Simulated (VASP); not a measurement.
Here is a VASP 6.6.1 calculation.

INCAR

```
  PREC = Accurate
  ENCUT = 520
  EDIFF = 1E-6
  ISMEAR = 0
  SIGMA = 0.1
  LREAL = False
  LASPH = True
  NELM = 80
  ALGO = Fast
  ISIF = 2
  LWAVE = False
  LCHARG = True
  GGA = PE
  LELF = True
  LVHAR = True
  NBANDS = 56
```

KPOINTS

```
Automatic mesh
0
Gamma
  12 12 2
```

The input POSCAR:

```
RbTaTl2
1.0
    3.3093822235      0.0000000000      0.0000000000
   -1.6546911118      2.8660090764      0.0000000000
    0.0000000000      0.0000000000     22.5042033739
Rb Ta Tl
2 2 4
Direct
    0.0000000000      0.0000000000      0.5000000000
    0.0000000000      0.0000000000      0.0000000000
    0.3333333333      0.6666666667      0.7500000000
    0.6666666667      0.3333333333      0.2500000000
    0.3333333333      0.6666666667      0.3601216628
    0.6666666667      0.3333333333      0.8601216628
    0.6666666667      0.3333333333      0.6398783372
    0.3333333333      0.6666666667      0.1398783372
```

Potentials or basis: VASP PAW PBE potentials, release 64 (Rb_sv, Ta_pv, Tl_d).

Run with:

```bash
$ cat potpaw_PBE.64/Rb_sv/POTCAR potpaw_PBE.64/Ta_pv/POTCAR potpaw_PBE.64/Tl_d/POTCAR > POTCAR
$ mpirun -np 1 vasp_std > vasp.out
```

Task: Predict the band gap on the k mesh.

Result: Zero (bands 46 and 47 overlap by 0.89 eV).

Task: What does it give for the pressure?

Result: 0.0 GPa.

Caveat: spin-orbit coupling is left out, which moves the levels of the heavy elements.
